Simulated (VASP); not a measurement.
# PbS (P6_3/mmc) in VASP: a series of runs, part 2 of 3

VASP 6.6.1. The steps go on from the part before.

## Step 3: Relaxation of cell and atoms, PBEsol

This run uses another cell than the first one, of 27.50 Å³/atom, 1.018 times its volume.

The input, INCAR:

```
PREC = Accurate
ENCUT = 500
EDIFF = 1E-7
ISMEAR = -1
SIGMA = 0.02
LREAL = F
LASPH = T
NELM = 120
ALGO = Normal
ISIF = 3
LWAVE = F
LCHARG = F
GGA = PS
IBRION = 2
NSW = 80
EDIFFG = -0.005
GGA_COMPAT = F
NELMIN = 4
```

The input, KPOINTS:

```
regular mesh
0
Gamma
  6 6 4
```

The input, POSCAR:

```
PbS
1.0
    4.1540076946      0.0000000000      0.0000000000
   -2.0770038473      3.5974761911      0.0000000000
    0.0000000000      0.0000000000      7.3595791269
Pb S
2 2
Direct
    0.0000000000      0.0000000000      0.0000000000
    0.0000000000      0.0000000000      0.5000000000
    0.3333333333      0.6666666667      0.2500000000
    0.6666666667      0.3333333333      0.7500000000
```

Potentials or basis: VASP PAW PBE potentials, release 64 (Pb_d, S).

The run is started by

```console
$ cat potpaw_PBE.64/Pb_d/POTCAR potpaw_PBE.64/S/POTCAR > POTCAR
$ mpirun -np 1 vasp_std > vasp.out
```

OUTCAR:

```text
PREC = Accurate
   ENCUT = 500
   EDIFF = 1E-7
   ISMEAR = -1
   LREAL = F
   LASPH = T
   NELM = 120
   ISIF = 3
   GGA = PS
   IBRION = 2
   NSW = 80
   EDIFFG = -0.005
   NELMIN = 4

 ion  position               nearest neighbor table
   1  0.000  0.000  0.000-   3 3.02   4 3.02   4 3.02   3 3.02   4 3.02   3 3.02   2 3.68   2 3.68

   2  0.000  0.000  0.500-   3 3.02   4 3.02   4 3.02   3 3.02   4 3.02   3 3.02   1 3.68   1 3.68

   3  0.333  0.667  0.250-   1 3.02   2 3.02   1 3.02   2 3.02   1 3.02   2 3.02
   4  0.667  0.333  0.750-   1 3.02   2 3.02   1 3.02   2 3.02   1 3.02   2 3.02

  LATTYP: Found a hexagonal cell.
 ALAT       =     4.1540076946
 C/A-ratio  =     1.7716816308

  Lattice vectors:

 A1 = (   4.1540076946,   0.0000000000,   0.0000000000)
 A2 = (  -2.0770038473,   3.5974761911,   0.0000000000)
 A3 = (   0.0000000000,   0.0000000000,   7.3595791269)

Analysis of symmetry for initial positions (statically):
=====================================================================
 Subroutine PRICEL returns:
 Original cell was already a primitive cell.

 Routine SETGRP: Setting up the symmetry group for a
 hexagonal supercell.

 Subroutine GETGRP returns: Found 24 space group operations
 (whereof 12 operations were pure point group operations)
 out of a pool of 24 trial point group operations.

The static configuration has the point symmetry D_3d.
 The point group associated with its full space group is D_6h.

Analysis of symmetry for dynamics (positions and initial velocities):
=====================================================================
 Subroutine PRICEL returns:
 Original cell was already a primitive cell.

 Routine SETGRP: Setting up the symmetry group for a
 hexagonal supercell.

 Subroutine GETGRP returns: Found 24 space group operations
 (whereof 12 operations were pure point group operations)
 out of a pool of 24 trial point group operations.

The dynamic configuration has the point symmetry D_3d.
 The point group associated with its full space group is D_6h.

 Subroutine INISYM returns: Found 24 space group operations
 (whereof 12 operations are pure point group operations),
 and found     1 'primitive' translations

----------------------------------------------------------------------------------------

                                     Primitive cell

  volume of cell :     109.9811

  direct lattice vectors                    reciprocal lattice vectors
     4.154007695  0.000000000  0.000000000     0.240731379  0.138986326  0.000000000
    -2.077003847  3.597476191  0.000000000     0.000000000  0.277972653  0.000000000
     0.000000000  0.000000000  7.359579127     0.000000000  0.000000000  0.135877335

  length of vectors
     4.154007695  4.154007695  7.359579127     0.277972653  0.277972653  0.135877335

  position of ions in fractional coordinates (direct lattice)
     0.000000000  0.000000000  0.000000000
     0.000000000  0.000000000  0.500000000
     0.333333333  0.666666667  0.250000000
     0.666666667  0.333333333  0.750000000

  ion indices of the primitive-cell ions
   primitive index   ion index
                 1           1
                 2           2
                 3           3
                 4           4

[... 30 lines left out ...]
  0.333333  0.000000  0.000000      6.000000
  0.500000  0.000000  0.000000      3.000000
  0.166667  0.166667  0.000000      6.000000
  0.333333  0.166667  0.000000     12.000000
[... 13 lines left out ...]
  0.333333  0.166667  0.500000     12.000000
  0.333333  0.333333  0.500000      2.000000
   k-points           NKPTS =     21   k-points in BZ     NKDIM =     21   number of bands    NBANDS=     24
   number of dos      NEDOS =    301   number of ions     NIONS =      4
   total plane-waves  NPLWV =  48600
   dimension x,y,z NGX =    30 NGY =   30 NGZ =   54
   dimension x,y,z NGXF=    60 NGYF=   60 NGZF=  108
   ions per type =               2   2
   NGX,Y,Z   is equivalent  to a cutoff of  12.01, 12.01, 12.20 a.u.
   NGXF,Y,Z  is equivalent  to a cutoff of  24.01, 24.01, 24.40 a.u.
 SYSTEM =  unknown system
   PREC   = accura    normal or accurate (medium, high low for compatibility)
   ISTART =      0    job   : 0-new  1-cont  2-samecut
   ICHARG =      2    charge: 1-file 2-atom 10-const
   ISPIN  =      1    spin polarized calculation?
   LNONCOLLINEAR =      F non collinear calculations
   LSORBIT =      F    spin-orbit coupling
   LASPH  =      T    aspherical Exc in radial PAW
   ENCUT  =  500.0 eV  36.75 Ry    6.06 a.u.   7.57  7.57 13.42*2*pi/ulx,y,z
   NELM   =    120;   NELMIN=  4; NELMDL= -5     # of ELM steps
   EDIFF  = 0.1E-06   stopping-criterion for ELM
   LREAL  =      F    real-space projection
   EDIFFG = -.5E-02   stopping-criterion for IOM
   NSW    =     80    number of steps for IOM
   IBRION =      2    ionic relax: 0-MD 1-quasi-New 2-CG
   NFREE  =      1    steps in history (QN), initial steepest desc. (CG)
   ISIF   =      3    stress and relaxation
   ISYM   =      2    0-nonsym 1-usesym 2-fastsym
   POTIM  = 0.5000    time-step for ionic-motion
   TEBEG  =    0.0;   TEEND  =   0.0 temperature during run
   PSTRESS=    0.0 pullay stress
   NELECT =      40.0000    total number of electrons
   NUPDOWN=      -1.0000    fix difference up-down
   EMIN   =  10.00;   EMAX   =-10.00  energy-range for DOS
   EFERMI =   0.00;   METHOD = LEGACY
   ISMEAR =    -1;   SIGMA  =   0.02  broadening in eV -4-tet -1-fermi 0-gaus
   EFERMI_NEDOS =   21; number of points for ismear=-14 and -15
   IALGO  =     38    algorithm
   IMIX   =      4    mixing-type and parameters
     AMIX     =   0.40;   BMIX     =  1.00
     AMIX_MAG =   1.60;   BMIX_MAG =  1.00
  volume/ion in A,a.u.               =      27.50       185.55
  Fermi-wavevector in a.u.,A,eV,Ry     =   1.168572  2.208281 18.579575  1.365560
  Thomas-Fermi vector in A             =   2.305057
   LORBIT       =      0    0 simple, 1 ext, 2 COOP (PROOUT), +10 PAW based schemes
   GGA     = PS    functional components
   LHFCALC =     F    Hartree Fock is set to
   AEXX    =    0.0000 exact exchange contribution
   IVDW    =     0    specifies the selected vdW correction
   LEPSILON=     F    determine dielectric tensor
   LRPA    =     F    only Hartree local field effects (RPA)
 conjugate gradient relaxation of ions
 non-spin polarized calculation
  energy-cutoff  :      500.00
  volume of cell :      109.98
 maximum number of plane-waves:      2829
   NGX = 15   NGY = 15   NGZ = 27

--------------------------------------- Ionic step        1  -------------------------------------------

 number of electron      40.0000000 magnetization

 Free energy of the ion-electron system (eV)
  ---------------------------------------------------
  ext. energy  EPLUGINS =         0.00000000
  ---------------------------------------------------
  free energy    TOTEN  =       -18.60652687 eV

  energy without entropy =      -18.60613477  energy(sigma->0) =      -18.60633082

------------------------ aborting loop because EDIFF is reached ----------------------------------------

  FORCE on cell =-STRESS in cart. coord.  units (eV):
  Direction    XX          YY          ZZ          XY          YZ          ZX
  --------------------------------------------------------------------------------------
  -------------------------------------------------------------------------------------
  Total       -1.8928483     -1.8928483     -2.1542705      0.0000000      0.0000000      0.0000000
  in kB      -27.5745340    -27.5745340    -31.3828661      0.0000000      0.0000000      0.0000000
  external PRESSURE =     -28.8439780 kB  Pullay stress =       0.0000000 kB
[... 95 lines left out ...]
  FREE ENERGIE OF THE ION-ELECTRON SYSTEM (eV)
  ---------------------------------------------------
  free  energy   TOTEN  =       -18.6616343878 eV

  energy  without entropy=      -18.6608384669  energy(sigma->0) =      -18.66123643

[... ionic steps 4 to 7 ...]

--------------------------------------- Ionic step        8  -------------------------------------------

 number of electron      40.0000001 magnetization

------------------------ aborting loop because EDIFF is reached ----------------------------------------
[... 71 lines left out ...]
--------------------------------------- Ionic step       10  -------------------------------------------

 number of electron      40.0000001 magnetization

 Free energy of the ion-electron system (eV)
  ---------------------------------------------------
  ext. energy  EPLUGINS =         0.00000000
  ---------------------------------------------------
  free energy    TOTEN  =       -18.66276229 eV

  energy without entropy =      -18.66185952  energy(sigma->0) =      -18.66231090

 E-fermi :   5.9765     XC(G=0):  -9.8931

 val. band max:        5.9406944911   @ k =   0.3333   0.3333   0.0000
 cond. band min:       5.9867636245   @ k =   0.5000   0.0000   0.0000
 fundamental gap:      0.0460691334
 Fermi energy:         5.9764867592

 k-point     1 :       0.0000    0.0000    0.0000
  band No.  band energies     occupation
      1     -11.1826      2.00000
      2     -11.1078      2.00000
      3     -11.1078      2.00000
      4     -11.0870      2.00000
      5     -11.0870      2.00000
      6     -11.0727      2.00000
[... 587 lines left out ...]
  FREE ENERGIE OF THE ION-ELECTRON SYSTEM (eV)
  ---------------------------------------------------
  free  energy   TOTEN  =       -18.6627622930 eV

  energy  without entropy=      -18.6618595169  energy(sigma->0) =      -18.66231090

 reached required accuracy - stopping structural energy minimisation
```

OSZICAR:

```text
N       E                     dE             d eps       ncg     rms          rms(c)
DAV:   1     0.401003363191E+03    0.40100E+03   -0.18553E+04  1008   0.169E+03
DAV:   2     0.276590576821E+02   -0.37334E+03   -0.36848E+03  1024   0.443E+02
DAV:   3    -0.177336381034E+02   -0.45393E+02   -0.44345E+02  1344   0.166E+02
DAV:   4    -0.194470663422E+02   -0.17134E+01   -0.17122E+01  1120   0.370E+01
[... 91 lines left out ...]
DAV:   3    -0.186627644001E+02    0.27543E-04   -0.12167E-04  1232   0.162E-01    0.573E-03
DAV:   4    -0.186627630993E+02    0.13008E-05   -0.50177E-06  1160   0.158E-02    0.195E-03
DAV:   5    -0.186627627080E+02    0.39131E-06   -0.27659E-07   888   0.564E-03    0.139E-03
DAV:   6    -0.186627623200E+02    0.38799E-06   -0.68125E-08   608   0.278E-03    0.320E-04
DAV:   7    -0.186627622930E+02    0.26965E-07   -0.28644E-08   528   0.223E-03
  10 F= -.18662762E+02 E0= -.18662311E+02  d E =-.100349E-04
```

Run time: 6.7 min. Hardware: 1 thread of Intel Xeon Platinum 8259CL at 2.50GHz (Skylake/Cascade Lake), shared host; peak memory 0.24 GiB.

Results:

- Free energy: -18.6628 eV
- Relaxed volume: 25.98 Å³/atom
- Relaxed cell: a = 4.063 Å, b = 4.063 Å, c = 7.269 Å, α = 90.00°, β = 90.00°, γ = 120.00°
- Space group after relaxing (to 0.05 Å): P6_3/mmc (No. 194)
- Energy gained by relaxing: 14.1 meV/atom
- Ionic steps: 10
- Pressure after relaxing: 0.0 GPa
- Band gap on the k mesh: zero (band 20 reaches 6.01 eV, above the bottom of band 21 at 5.99 eV)

Step by step:
| step | energy change (eV) | largest force (eV/Å) | pressure (GPa) | volume (Å³) |
| --- | --- | --- | --- | --- |
| 1 | 0.0000 | 0.0000 | -2.88 | 109.98 |
| 2 | -0.0489 | 0.0000 | 1.07 | 102.29 |
| 3 | -0.0551 | 0.0000 | 0.00 | 104.13 |
| 4 | -0.0551 | 0.0000 | -0.07 | 104.25 |
| 5 | -0.0556 | 0.0000 | -0.06 | 104.19 |
| 6 | -0.0562 | 0.0000 | -0.05 | 104.04 |
| 7 | -0.0562 | 0.0000 | -0.04 | 104.00 |
| 8 | -0.0562 | 0.0000 | -0.04 | 104.00 |
| 9 | -0.0562 | 0.0000 | 0.05 | 103.85 |
| 10 | -0.0562 | 0.0000 | 0.00 | 103.93 |

Final structure:
```xyz
4
Lattice="4.0632 0.0000 0.0000 -2.0316 3.5189 0.0000 0.0000 0.0000 7.2687" Properties=species:S:1:pos:R:3 pbc="T T T"
Pb    0.0000    0.0000    0.0000
Pb    0.0000    0.0000    3.6344
S     0.0000    2.3459    1.8172
S     2.0316    1.1730    5.4515
```

Caveat: the PAW data sets were made with another functional, which shifts forces and pressure a little; spin-orbit coupling is left out, which moves the levels of the heavy elements.

## Step 4: Relaxation of cell and atoms, LDA

This run uses another cell than the first one, of 27.50 Å³/atom, 1.018 times its volume.

The input, INCAR:

```
SYSTEM = PbS
PREC = Accurate
ENCUT = 500
EDIFF = 1E-7
ISMEAR = -1
SIGMA = 0.02
LREAL = .False.
LASPH = .True.
NELM = 120
ALGO = Normal
ISIF = 3
LWAVE = .False.
LCHARG = .False.
IBRION = 2
NSW = 80
EDIFFG = -0.005
GGA_COMPAT = .False.
NELMIN = 4
```

The input, KPOINTS:

```
regular mesh
0
Gamma
  6 6 4
  0 0 0
```

POSCAR is that of step 3.

Potentials or basis: VASP PAW LDA potentials, release 64 (Pb_d, S).

The run is started by

```console
$ cat potpaw_LDA.64/Pb_d/POTCAR potpaw_LDA.64/S/POTCAR > POTCAR
$ mpirun -np 1 vasp_std > vasp.out
```

It took 4.9 min on 1 thread of Intel Xeon Platinum 8259CL at 2.50GHz (Skylake/Cascade Lake), shared host; peak memory 0.2 GiB.

The run converged. Its results:

| Property | Result |
| --- | --- |
| Free energy | -19.7357 eV |
| Relaxed volume | 25.24 Å³/atom |
| Relaxed cell | a = 4.019 Å, b = 4.019 Å, c = 7.218 Å, α = 90.00°, β = 90.00°, γ = 120.00° |
| Space group after relaxing (to 0.05 Å) | P6_3/mmc (No. 194) |
| Energy gained by relaxing | 32.7 meV/atom |
| Ionic steps | 9 |
| Pressure after relaxing | 0.0 GPa |
| Band gap on the k mesh | zero (band 20 reaches 6.26 eV, above the bottom of band 21 at 6.17 eV) |

Step by step:
```csv
step,energy change (eV),largest force (eV/Å),pressure (GPa),volume (Å³)
1,0.0000,0.0000,-4.39,109.98
2,-0.1111,0.0000,1.97,98.41
3,-0.1285,0.0000,-0.04,101.30
4,-0.1285,0.0000,0.06,101.13
5,-0.1297,0.0000,0.08,101.04
6,-0.1308,0.0000,0.11,100.74
7,-0.1308,0.0000,0.10,100.78
8,-0.1308,0.0000,-0.12,101.13
9,-0.1309,0.0000,-0.01,100.95
```

Final structure:
```cif
data_structure
_symmetry_space_group_name_H-M 'P 1'
_symmetry_Int_Tables_number 1
_cell_length_a 4.0186
_cell_length_b 4.0186
_cell_length_c 7.2181
_cell_angle_alpha 90.000
_cell_angle_beta 90.000
_cell_angle_gamma 120.000
_cell_volume 100.95
loop_
_atom_site_label
_atom_site_type_symbol
_atom_site_fract_x
_atom_site_fract_y
_atom_site_fract_z
_atom_site_occupancy
Pb1 Pb 0.00000 0.00000 0.00000 1
Pb2 Pb 0.00000 0.00000 0.50000 1
S1 S 0.33333 0.66667 0.25000 1
S2 S 0.66667 0.33333 0.75000 1
```

Levels at points of the mesh, in eV from the Fermi level:
```
           k point  band 17  band 18  band 19  band 20  band 21  band 22  band 23  band 24
(0.00, 0.00, 0.00)    -2.29    -1.79    -1.79     0.03     0.43     3.11     3.11     3.62
(0.50, 0.00, 0.00)    -3.52    -1.98    -1.82    -1.03    -0.04     1.67     2.31     3.64
(0.00, 0.00, 0.50)    -2.04    -2.04    -1.66    -1.66     2.51     2.51     3.21     3.21
(0.50, 0.00, 0.50)    -3.06    -3.06    -2.91    -2.91     2.42     2.42     2.72     2.72
```

Caveat: spin-orbit coupling is left out, which moves the levels of the heavy elements.

[end of part 2 of 3]
